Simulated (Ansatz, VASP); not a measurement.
**NbSnSe4 in VASP and in Ansatz**

Contents of INCAR:

```
SYSTEM = NbSnSe4
  PREC = Accurate
  ENCUT = 500
  EDIFF = 1E-6
  ISMEAR = 0
  SIGMA = 0.1
  LREAL = .FALSE.
  LASPH = .TRUE.
  NELM = 200
  ALGO = Normal
  ISIF = 2
  LWAVE = .FALSE.
  LCHARG = .FALSE.
  ISPIN = 2
  MAGMOM = 0 0 0 0 0 0 0 0 0 0 0 0
  LORBIT = 11
  LMAXMIX = 4
  GGA = PE
  NBANDS = 67
  GGA_COMPAT = .FALSE.
```

The input KPOINTS:

```
Automatic mesh
0
G
  4 2 4
  0 0 0
```

POSCAR

```
NbSnSe4
1.0
    6.1590140032      0.0000000000      0.0000000000
    0.0000000000      7.9796494621      0.0000000000
   -0.1800357283      0.0000000000      6.5782094086
Nb Sn Se
2 2 8
Direct
    0.0000000000      0.1747905821      0.2500000000
    0.0000000000      0.8252094179      0.7500000000
    0.5000000000      0.3120123513      0.7500000000
    0.5000000000      0.6879876487      0.2500000000
    0.7467092983      0.3840346048      0.1090408148
    0.2532907017      0.3840346048      0.3909591852
    0.2177968190      0.0842163445      0.9390161989
    0.7822031810      0.0842163445      0.5609838011
    0.7467092983      0.6159653952      0.6090408148
    0.2532907017      0.6159653952      0.8909591852
    0.2177968190      0.9157836555      0.4390161989
    0.7822031810      0.9157836555      0.0609838011
```

Input for Ansatz:

```yaml
crystal:
  lattice:
    - [6.1590140032, 0.0, 0.0]
    - [0.0, 7.9796494621, 0.0]
    - [-0.1800357283, 0.0, 6.5782094086]
  atoms:
    - { symbol: Nb, position: [0.0, 0.1747905821, 0.25] }
    - { symbol: Nb, position: [0.0, 0.8252094179, 0.75] }
    - { symbol: Sn, position: [0.5, 0.3120123513, 0.75] }
    - { symbol: Sn, position: [0.5, 0.6879876487, 0.25] }
    - { symbol: Se, position: [0.7467092983, 0.3840346048, 0.1090408148] }
    - { symbol: Se, position: [0.2532907017, 0.3840346048, 0.3909591852] }
    - { symbol: Se, position: [0.217796819, 0.0842163445, 0.9390161989] }
    - { symbol: Se, position: [0.782203181, 0.0842163445, 0.5609838011] }
    - { symbol: Se, position: [0.7467092983, 0.6159653952, 0.6090408148] }
    - { symbol: Se, position: [0.2532907017, 0.6159653952, 0.8909591852] }
    - { symbol: Se, position: [0.217796819, 0.9157836555, 0.4390161989] }
    - { symbol: Se, position: [0.782203181, 0.9157836555, 0.0609838011] }
basis:
  ecutwfc: 420
kpoints:
  mp_grid: { grid: [4, 2, 4] }
hamiltonian:
  xc: pbe
scf:
  occupations: { method: gaussian, width: 0.1 }
  lower_state_search: "off"
output:
  forces: true
  stress: true
  eigenvalues: true
  populations: true
magnetization:
  spin_polarized: true
```

Alike in both runs: task single point; functional PBE; k mesh 4 × 2 × 4; occupations gaussian, width 0.1 eV; collinear spin.

|  | VASP | Ansatz |
| --- | --- | --- |
| version | VASP 6.6.1 | Ansatz 0.2.0 |
| potentials or method | VASP PAW PBE potentials, release 64 (Nb_sv, Sn_d, Se), cutoff 500 eV | scalar-relativistic, plane waves, PAW |
| valence electrons in the cell | 102 | 182 |

|  | VASP | Ansatz | Ansatz less VASP |
| --- | --- | --- | --- |
| gap on the k mesh at the Fermi level (eV) | none | none | - |
| pressure (GPa) | -0.4 | -0.4 | +0.02 |
| traceless stress, the component that is largest in VASP (GPa) | 0.39 | 0.39 | -0.001 |
| rms of the force components (eV/Å) | 0.056 | 0.057 | +0.0011 |

Atom by atom the forces differ by 0.003 eV/Å (rms over components). A gap of «none» marks a metal or a gap that the smearing closes. VASP's potentials hold 102 valence electrons a cell and Ansatz's 182, so a difference there can come from the potentials and not from the codes. Ansatz's warnings: no starting moments.

The k mesh is coarse, so the values compare programs but aren't converged.
